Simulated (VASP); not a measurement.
Crystal: Si3Te.

```
Si Te
1.0
     3.81507    0.00000    0.00000
    -1.90754    3.30395    0.00000
     0.00000    0.00000    6.88597
Si Te
3 1
Cartesian
  1.9075 0.0000 0.0000
  -0.9538 1.6520 0.0000
  0.9538 1.6520 0.0000
  0.0000 0.0000 0.0000
```

The cell was built from a structure type or drawn by symmetry, and may not be a known phase.

```yaml
Program: VASP 6.6.1
Task: relaxation of cell and atoms
Functional: PBE
Potentials_or_basis: VASP PAW PBE potentials, release 64 (Si, Te)
Cutoff: 600 eV
k_mesh: 6 × 6 × 4
Occupations: gaussian, width 0.1 eV
Spin: no spin polarisation
```

At the start: pressure 193.0 GPa; volume 21.70 Å³/atom.

How do energy, volume and symmetry change on relaxing?

Over 8 steps the energy falls by 9939.4 meV/atom and the volume is 46.00 Å³/atom (+112.0 %); space group P6/mmm (No. 191, to 0.1 Å) before and after.

The path:
```
step  energy change (eV)  largest force (eV/Å)  pressure (GPa)  volume (Å³)
   1              0.0000                0.0000          193.04        86.80
   2            -26.1875                0.0000           -1.02       724.80
   3            -26.5625                0.0000           -1.12       686.35
   4            -26.9654                0.0000           -1.24       649.03
   5            -35.2261                0.0000           -4.53       302.78
   6            -39.7288                0.0000            1.17       178.48
   7            -39.6715                0.0000           -1.83       193.27
   8            -39.7576                0.0000           -0.09       183.99
```

Final structure:
```
Si Te
1.0
     5.55614    0.00000    0.00000
    -2.77807    4.81176    0.00000
     0.00000    0.00000    6.88220
Si Te
3 1
Direct
  0.50000 0.00000 0.00000
  0.00000 0.50000 0.00000
  0.50000 0.50000 0.00000
  0.00000 0.00000 0.00000
```

Caveat: the volume moved by over 15 % at a fixed basis, so the end points are rough.
